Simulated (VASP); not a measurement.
The system is TeAs2.

```
Te As
1.0
    -3.55645    3.55645    2.94052
     3.55645   -3.55645    2.94052
     3.55645    3.55645   -2.94052
Te As
2 4
Direct
  0.75000 0.25000 0.50000
  0.00000 0.00000 0.00000
  0.37500 0.62500 0.25000
  0.37500 0.12500 0.75000
  0.37500 0.62500 0.75000
  0.87500 0.62500 0.25000
```

Base run:

```yaml
Program: VASP 6.6.1
Functional: PBE
Potentials_or_basis: VASP PAW PBE potentials, release 64 (Te, As)
Cutoff: 520 eV
k_mesh: 4 × 4 × 4, shifted
Occupations: gaussian, width 0.1 eV
Spin: no spin polarisation
```

Its results: band gap on the k mesh 0.29 eV (least direct gap 0.43 eV); pressure -0.4 GPa.

The run is repeated on the same cell with these changes: k mesh from 4 × 4 × 4, shifted to 6 × 6 × 6, through Γ. What comes out?

Band gap on the k mesh zero (bands 16 and 17 overlap by 0.52 eV); pressure -0.8 GPa.

Caveats: spin-orbit coupling is left out, which moves the levels of the heavy elements; a shifted mesh leaves out Γ, where band edges can lie (at least some runs).

A k mesh can miss the band edges.
